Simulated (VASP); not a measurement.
A run of VASP 6.6.1 is set up as follows.

File INCAR:

```
  PREC = Accurate
  ENCUT = 600
  EDIFF = 1E-6
  ISMEAR = -1
  SIGMA = 0.05
  LREAL = F
  LASPH = T
  NELM = 200
  ALGO = Normal
  ISIF = 2
  LWAVE = F
  LCHARG = T
  LMAXMIX = 4
  LDAU = T
  LDAUTYPE = 2
  LDAUL = -1 2 -1
  LDAUU = 0 5 0
  LDAUJ = 0 0 0
  LDAUPRINT = 1
  GGA = CA
  LELF = T
  LVHAR = T
  NBANDS = 28
  GGA_COMPAT = F
```

File KPOINTS:

```
Automatic mesh
0
Gamma
  7 7 7
```

POSCAR

```
BaTiO3
1.0
    3.9470492483     -0.0000040644      0.0000033119
   -0.0000040644      3.9470553470     -0.0000018743
    0.0000033119     -0.0000018743      3.9470868730
Ba Ti O
1 1 3
Direct
    0.4999949130      0.5000097458      0.5000048670
    0.9999789554      0.0000394818      1.0000049865
    0.5000169532     -0.0000229162     -0.0000039393
    0.0000106023      0.4999717534     -0.0000021823
   -0.0000014238      1.0000019351      0.4999962781
```

Potentials or basis: VASP PAW LDA potentials, release 64 (Ba_sv, Ti_sv, O).

Command:

```bash
$ cat potpaw_LDA.64/Ba_sv/POTCAR potpaw_LDA.64/Ti_sv/POTCAR potpaw_LDA.64/O/POTCAR > POTCAR
$ mpirun -np 1 vasp_std > vasp.out
```

**Question.** What does it give for the band gap on the k mesh?

**Answer.** 2.40 eV (least direct gap 2.49 eV).

**Question.** Predict the pressure.

**Answer.** 5.1 GPa.

Eigenvalues of the final occupation matrices:
```tsv
site	spin	trace	eigenvalues
site 2 d	1	0.80	0.10 0.10 0.10 0.25 0.25
site 2 d	2	0.80	0.10 0.10 0.10 0.25 0.25
```

Caveat: the cell stands under pressure; spin-orbit coupling is left out, which moves the levels of the heavy elements. A k mesh can miss the band edges.
